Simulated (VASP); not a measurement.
**ZnS: single point with PBEsol**

The system is ZnS.

```
Zn S
1.0
     0.00000    2.67777    2.66438
     2.67777    0.00000    2.66438
     2.67777    2.67777    0.00000
Zn S
1 1
Direct
  0.75000 0.75000 0.75000
  0.00000 0.00000 0.00000
```

This cell differs from its parent crystal: z stretched by -0.5 %, x and y held.

```json
{"Program": "VASP 6.6.1", "Task": "single point", "Functional": "PBEsol", "Potentials or basis": "VASP PAW PBE potentials, release 64 (Zn, S)", "Cutoff": "520 eV", "k mesh": "8 × 8 × 8", "Occupations": "gaussian, width 0.01 eV", "Spin": "no spin polarisation"}
```

- Pressure: 0.7 GPa
- Band gap on the k mesh: 2.10 eV, direct

Stress tensor (GPa, compression positive):
```
0.58 0.00 0.00
0.00 0.58 0.00
0.00 0.00 0.79
```

Levels at points of the mesh, in eV from the valence-band top:
```tsv
k point	band 6	band 7	band 8	band 9	band 10	band 11	band 12	band 13
(0.00, 0.00, 0.00)	-5.98	-0.02	-0.02	0.00	2.10	6.27	6.27	6.27
(0.50, 0.00, 0.00)	-5.78	-5.58	-0.95	-0.92	3.24	6.78	6.82	8.80
(0.50, 0.50, 0.00)	-5.75	-4.73	-2.40	-2.40	3.13	3.91	11.09	12.08
(0.50, 0.00, 0.50)	-5.76	-4.76	-2.38	-2.37	3.16	3.96	11.03	12.07
```

Wall time 52 s on 1 thread of Intel Xeon 8259CL, with other jobs on the host, peak memory 0.17 GiB.

Caveat: the cell differs from its parent crystal (z stretched by -0.5 %, x and y held); the PAW data sets were made with another functional, which shifts forces and pressure a little.
